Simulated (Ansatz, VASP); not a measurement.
**One calculation of BP, two programs**

File INCAR:

```
SYSTEM = BP
  ALGO = Normal
  EDIFF = 1E-6
  ENCUT = 520
  GGA = RP
  ISIF = 2
  ISMEAR = 0
  LASPH = .TRUE.
  LCHARG = .FALSE.
  LREAL = .FALSE.
  LWAVE = .FALSE.
  NBANDS = 11
  NELM = 80
  PREC = Accurate
  SIGMA = 0.05
```

File KPOINTS:

```
k-points
0
G
  8 8 8
  0 0 0
```

The input POSCAR:

```
BP
1.0
    0.0000000000      2.2690012231      2.2690012231
    2.2690012231      0.0000000000      2.2690012231
    2.2690012231      2.2690012231      0.0000000000
B P
1 1
Direct
    0.0000000000      0.0000000000      0.0000000000
    0.7500000000      0.7500000000      0.7500000000
```

Input for Ansatz:

```yaml
crystal:
  lattice:
    - [0.0, 2.2690012231, 2.2690012231]
    - [2.2690012231, 0.0, 2.2690012231]
    - [2.2690012231, 2.2690012231, 0.0]
  atoms:
    - { symbol: B, position: [0.0, 0.0, 0.0] }
    - { symbol: P, position: [0.75, 0.75, 0.75] }
basis:
  ecutwfc: 420
  ecutrho_ratio: 4
kpoints:
  mp_grid: { grid: [8, 8, 8] }
hamiltonian:
  xc: rpbe
scf:
  occupations: { method: gaussian, width: 0.05 }
output:
  forces: true
  stress: true
  eigenvalues: true
```

Alike in both runs: task single point; functional RPBE; k mesh 8 × 8 × 8; occupations gaussian, width 0.05 eV; no spin polarisation.

|  | VASP | Ansatz |
| --- | --- | --- |
| version | VASP 6.6.1 | Ansatz 0.2.0 |
| potentials or method | VASP PAW PBE potentials, release 64 (B, P), cutoff 520 eV | scalar-relativistic, plane waves, PAW |
| valence electrons in the cell | 8 | 8 |

|  | VASP | Ansatz | Ansatz less VASP |
| --- | --- | --- | --- |
| gap on the k mesh at the Fermi level (eV) | 1.28 | 1.30 | +0.014 |
| least direct gap on the mesh (eV) | 3.39 | 3.40 | +0.011 |
| pressure (GPa) | 3.5 | 4.0 | +0.47 |

VASP's potentials were made for PBE, not for RPBE.
